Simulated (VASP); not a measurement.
# Sr (Fm-3m) in VASP: single point with PBE

Aim: the single point of Sr with PBE.

Everything below comes from runs of VASP 6.6.1. Logs are shortened: lines on timing, memory, paths and dates and some standing lists are left out, and cuts for length are marked.

## Step 1: The cell of the first run

Symmetry: Fm-3m, No. 225, cubic system. The conventional cell has a = 5.932 Å, b = 5.932 Å, c = 5.932 Å, α = 90.00°, β = 90.00°, γ = 90.00°. Within 5.5 Å of Sr (site symmetry m-3m) lie 12 Sr at 4.19 Å.

## Step 2: Single point, PBE

File INCAR:

```
ALGO = Normal
EDIFF = 1E-6
ENCUT = 500
GGA = PE
GGA_COMPAT = False
ISIF = 2
ISMEAR = -1
LASPH = True
LCHARG = True
LELF = True
LREAL = False
LVHAR = True
LWAVE = False
NBANDS = 11
NELM = 120
PREC = Accurate
SIGMA = 0.05
```

File KPOINTS:

```
k-points
0
Gamma
  8 8 8
```

File POSCAR:

```
Sr
1.0
    0.0000000000      2.9661460000      2.9661460000
    2.9661460000      0.0000000000      2.9661460000
    2.9661460000      2.9661460000      0.0000000000
Sr
1
Direct
    0.0000000000      0.0000000000      0.0000000000
```

Potentials or basis: VASP PAW PBE potentials, release 64 (Sr_sv).

The run is started by

```console
cat potpaw_PBE.64/Sr_sv/POTCAR > POTCAR
mpirun -np 1 vasp_std > vasp.out
```

OUTCAR:

```text
EDIFF = 1E-6
   ENCUT = 500
   GGA = PE
   ISIF = 2
   ISMEAR = -1
   LASPH = True
   LREAL = False
   NELM = 120
   PREC = Accurate

 ion  position               nearest neighbor table
   1  0.000  0.000  0.000-

  LATTYP: Found a face centered cubic cell.
 ALAT       =     5.9322920000

  Lattice vectors:

 A1 = (   0.0000000000,   2.9661460000,   2.9661460000)
 A2 = (   2.9661460000,   0.0000000000,   2.9661460000)
 A3 = (   2.9661460000,   2.9661460000,   0.0000000000)

Analysis of symmetry for initial positions (statically):
=====================================================================
 Subroutine PRICEL returns:
 Original cell was already a primitive cell.

 Routine SETGRP: Setting up the symmetry group for a
 face centered cubic supercell.

 Subroutine GETGRP returns: Found 48 space group operations
 (whereof 48 operations were pure point group operations)
 out of a pool of 48 trial point group operations.

The static configuration has the point symmetry O_h .

Analysis of symmetry for dynamics (positions and initial velocities):
=====================================================================
 Subroutine PRICEL returns:
 Original cell was already a primitive cell.

 Routine SETGRP: Setting up the symmetry group for a
 face centered cubic supercell.

 Subroutine GETGRP returns: Found 48 space group operations
 (whereof 48 operations were pure point group operations)
 out of a pool of 48 trial point group operations.

The dynamic configuration has the point symmetry O_h .

 Subroutine INISYM returns: Found 48 space group operations
 (whereof 48 operations are pure point group operations),
 and found     1 'primitive' translations

----------------------------------------------------------------------------------------

                                     Primitive cell

  volume of cell :      52.1924

  direct lattice vectors                    reciprocal lattice vectors
     0.000000000  2.966146000  2.966146000    -0.168568911  0.168568911  0.168568911
     2.966146000  0.000000000  2.966146000     0.168568911 -0.168568911  0.168568911
     2.966146000  2.966146000  0.000000000     0.168568911  0.168568911 -0.168568911

  length of vectors
     4.194763901  4.194763901  4.194763901     0.291969918  0.291969918  0.291969918

  position of ions in fractional coordinates (direct lattice)
     0.000000000  0.000000000  0.000000000

  ion indices of the primitive-cell ions
   primitive index   ion index
                 1           1

----------------------------------------------------------------------------------------

 KPOINTS: k-points

Automatic generation of k-mesh.
 Grid dimensions read from file:
 generate k-points for:    8    8    8

 Generating k-lattice:

  Cartesian coordinates                     Fractional coordinates (reciprocal lattice)
    -0.021071114  0.021071114  0.021071114     0.125000000  0.000000000  0.000000000
     0.021071114 -0.021071114  0.021071114     0.000000000  0.125000000  0.000000000
     0.021071114  0.021071114 -0.021071114     0.000000000  0.000000000  0.125000000

  Length of vectors
     0.036496240  0.036496240  0.036496240

  Shift w.r.t. Gamma in fractional coordinates (k-lattice)
     0.000000000  0.000000000  0.000000000

 Subroutine IBZKPT returns following result:
 ===========================================

 Found     29 irreducible k-points:

 Following reciprocal coordinates:
            Coordinates               Weight
  0.000000  0.000000  0.000000      1.000000
  0.125000  0.000000  0.000000      8.000000
  0.250000  0.000000  0.000000      8.000000
  0.375000  0.000000  0.000000      8.000000
  0.500000  0.000000  0.000000      4.000000
  0.125000  0.125000  0.000000      6.000000
[... 16 lines left out ...]
  0.500000  0.250000  0.125000     48.000000
 -0.375000  0.250000  0.125000     24.000000
 [... further k-points ...]
   k-points           NKPTS =     29   k-points in BZ     NKDIM =     29   number of bands    NBANDS=     11
   number of dos      NEDOS =    301   number of ions     NIONS =      1
   total plane-waves  NPLWV =  32768
   dimension x,y,z NGX =    32 NGY =   32 NGZ =   32
   dimension x,y,z NGXF=    64 NGYF=   64 NGZF=   64
   ions per type =               1
   NGX,Y,Z   is equivalent  to a cutoff of  12.68, 12.68, 12.68 a.u.
   NGXF,Y,Z  is equivalent  to a cutoff of  25.36, 25.36, 25.36 a.u.
 SYSTEM =  unknown system
   PREC   = accura    normal or accurate (medium, high low for compatibility)
   ISTART =      0    job   : 0-new  1-cont  2-samecut
   ICHARG =      2    charge: 1-file 2-atom 10-const
   ISPIN  =      1    spin polarized calculation?
   LNONCOLLINEAR =      F non collinear calculations
   LSORBIT =      F    spin-orbit coupling
   LASPH  =      T    aspherical Exc in radial PAW
   ENCUT  =  500.0 eV  36.75 Ry    6.06 a.u.   7.65  7.65  7.65*2*pi/ulx,y,z
   NELM   =    120;   NELMIN=  2; NELMDL= -5     # of ELM steps
   EDIFF  = 0.1E-05   stopping-criterion for ELM
   LREAL  =      F    real-space projection
   EDIFFG = 0.1E-04   stopping-criterion for IOM
   NSW    =      0    number of steps for IOM
   IBRION =     -1    ionic relax: 0-MD 1-quasi-New 2-CG
   NFREE  =      0    steps in history (QN), initial steepest desc. (CG)
   ISIF   =      2    stress and relaxation
   ISYM   =      2    0-nonsym 1-usesym 2-fastsym
   POTIM  = 0.5000    time-step for ionic-motion
   TEBEG  =    0.0;   TEEND  =   0.0 temperature during run
   PSTRESS=    0.0 pullay stress
   NELECT =      10.0000    total number of electrons
   NUPDOWN=      -1.0000    fix difference up-down
   EMIN   =  10.00;   EMAX   =-10.00  energy-range for DOS
   EFERMI =   0.00;   METHOD = LEGACY
   ISMEAR =    -1;   SIGMA  =   0.05  broadening in eV -4-tet -1-fermi 0-gaus
   EFERMI_NEDOS =   21; number of points for ismear=-14 and -15
   IALGO  =     38    algorithm
   IMIX   =      4    mixing-type and parameters
     AMIX     =   0.40;   BMIX     =  1.00
     AMIX_MAG =   1.60;   BMIX_MAG =  1.00
  volume/ion in A,a.u.               =      52.19       352.21
  Fermi-wavevector in a.u.,A,eV,Ry     =   0.943783  1.783492 12.119077  0.890727
  Thomas-Fermi vector in A             =   2.071524
   LORBIT       =      0    0 simple, 1 ext, 2 COOP (PROOUT), +10 PAW based schemes
   GGA     = PE    functional components
   LHFCALC =     F    Hartree Fock is set to
   AEXX    =    0.0000 exact exchange contribution
   IVDW    =     0    specifies the selected vdW correction
   LEPSILON=     F    determine dielectric tensor
   LRPA    =     F    only Hartree local field effects (RPA)
 non-spin polarized calculation
  energy-cutoff  :      500.00
  volume of cell :       52.19
 maximum number of plane-waves:      1363
   NGX = 15   NGY = 15   NGZ = 15

 number of electron      10.0000000 magnetization

 Free energy of the ion-electron system (eV)
  ---------------------------------------------------
  ext. energy  EPLUGINS =         0.00000000
  ---------------------------------------------------
  free energy    TOTEN  =        -1.64157106 eV

  energy without entropy =       -1.63506398  energy(sigma->0) =       -1.63831752

 E-fermi :   1.7525     XC(G=0):  -7.5098

 val. band max:        1.6364853289   @ k =  -0.3750   0.3750   0.0000
 cond. band min:       1.7977555355   @ k =  -0.2500   0.5000   0.2500
 fundamental gap:      0.1612702065
 Fermi energy:         1.7524701335

 k-point     1 :       0.0000    0.0000    0.0000
  band No.  band energies     occupation
      1     -34.7524      2.00000
      2     -16.6299      2.00000
      3     -16.6299      2.00000
      4     -16.6299      2.00000
      5      -1.9580      2.00000
      6       4.1662      0.00000
      7       4.1662      0.00000
      8       4.1662      0.00000
      9       5.7167      0.00000
     10       5.7167      0.00000
     11       9.0345      0.00000

 k-point     2 :       0.1250    0.0000    0.0000
  band No.  band energies     occupation
      1     -34.7497      2.00000
      2     -16.6654      2.00000
      3     -16.6346      2.00000
      4     -16.6346      2.00000
      5      -1.6960      2.00000
      6       3.7852      0.00000
      7       4.2791      0.00000
      8       4.2791      0.00000
      9       5.5737      0.00000
     10       5.5737      0.00000
     11       9.6259      0.00000

 k-point     3 :       0.2500    0.0000    0.0000
  band No.  band energies     occupation
      1     -34.7434      2.00000
      2     -16.7497      2.00000
      3     -16.6459      2.00000
      4     -16.6459      2.00000
      5      -0.9731      2.00000
      6       3.0494      0.00000
      7       4.3246      0.00000
      8       4.3246      0.00000
      9       5.6590      0.00000
     10       5.6590      0.00000
     11       8.7857      0.00000

 k-point     4 :       0.3750    0.0000    0.0000
  band No.  band energies     occupation
      1     -34.7371      2.00000
      2     -16.8319      2.00000
      3     -16.6572      2.00000
      4     -16.6572      2.00000
      5      -0.0032      2.00000
      6       2.3391      0.00002
      7       4.1078      0.00000
      8       4.1078      0.00000
      9       6.3405      0.00000
     10       6.3405      0.00000
     11       7.9923      0.00000
[... 239 lines left out ...]
 k-point    22 :       0.3750    0.2500    0.1250
  band No.  band energies     occupation
      1     -34.7388      2.00000
      2     -16.7701      2.00000
      3     -16.6891      2.00000
      4     -16.6605      2.00000
      5      -0.3688      2.00000
      6       2.7950      0.00000
      7       3.6293      0.00000
      8       4.8497      0.00000
      9       5.0526      0.00000
     10       6.5139      0.00000
     11       9.2157      0.00000

 k-point    23 :       0.5000    0.2500    0.1250
  band No.  band energies     occupation
      1     -34.7337      2.00000
      2     -16.8141      2.00000
      3     -16.7151      2.00000
      4     -16.6741      2.00000
      5       0.5709      2.00000
      6       2.3567      0.00001
      7       3.1600      0.00000
      8       4.6302      0.00000
      9       5.8347      0.00000
     10       7.0862      0.00000
     11       7.8581      0.00000

 k-point    24 :      -0.3750    0.2500    0.1250
  band No.  band energies     occupation
      1     -34.7316      2.00000
      2     -16.8330      2.00000
      3     -16.7233      2.00000
      4     -16.6814      2.00000
      5       1.3202      1.99965
      6       1.8120      0.46599
      7       3.1271      0.00000
      8       4.4978      0.00000
      9       6.2938      0.00000
     10       7.1111      0.00000
     11       7.2962      0.00000

 [... further k-points ...]

------------------------ aborting loop because EDIFF is reached ----------------------------------------

  FORCE on cell =-STRESS in cart. coord.  units (eV):
  Direction    XX          YY          ZZ          XY          YZ          ZX
  --------------------------------------------------------------------------------------
  -------------------------------------------------------------------------------------
  Total        0.1955739      0.1955739      0.1955739     -0.0000000     -0.0000000      0.0000000
  in kB        6.0036295      6.0036295      6.0036295     -0.0000000     -0.0000000      0.0000000
  external PRESSURE =       6.0036295 kB  Pullay stress =       0.0000000 kB

 VOLUME and BASIS-vectors are now :
 -----------------------------------------------------------------------------
  energy-cutoff  :      500.00
  volume of cell :       52.19
      direct lattice vectors                 reciprocal lattice vectors
     0.000000000  2.966146000  2.966146000    -0.168568911  0.168568911  0.168568911
     2.966146000  0.000000000  2.966146000     0.168568911 -0.168568911  0.168568911
     2.966146000  2.966146000  0.000000000     0.168568911  0.168568911 -0.168568911

 POSITION                                       TOTAL-FORCE (eV/Angst)
 -----------------------------------------------------------------------------------
      0.00000      0.00000      0.00000         0.000000      0.000000     -0.000000
 -----------------------------------------------------------------------------------
    total drift:                                0.000000      0.000000      0.000000

  FREE ENERGIE OF THE ION-ELECTRON SYSTEM (eV)
  ---------------------------------------------------
  free  energy   TOTEN  =        -1.6415710615 eV

  energy  without entropy=       -1.6350639844  energy(sigma->0) =       -1.63831752
```

It took 9.5 s on 1 thread of AMD EPYC 9R45 (Zen 5), shared host; peak memory 0.14 GiB.

Results:

```yaml
Free_energy: -1.6416 eV
Pressure: 0.6 GPa
```

Levels at points of the mesh, in eV from the Fermi level:
```csv
k point,band 3,band 4,band 5,band 6,band 7,band 8
"(0.00, 0.00, 0.00)",-18.38,-18.38,-3.71,2.41,2.41,2.41
"(0.50, 0.00, 0.00)",-18.41,-18.41,-1.13,0.15,2.24,2.24
"(0.50, 0.50, 0.00)",-18.47,-18.47,-0.69,0.31,1.19,5.08
```
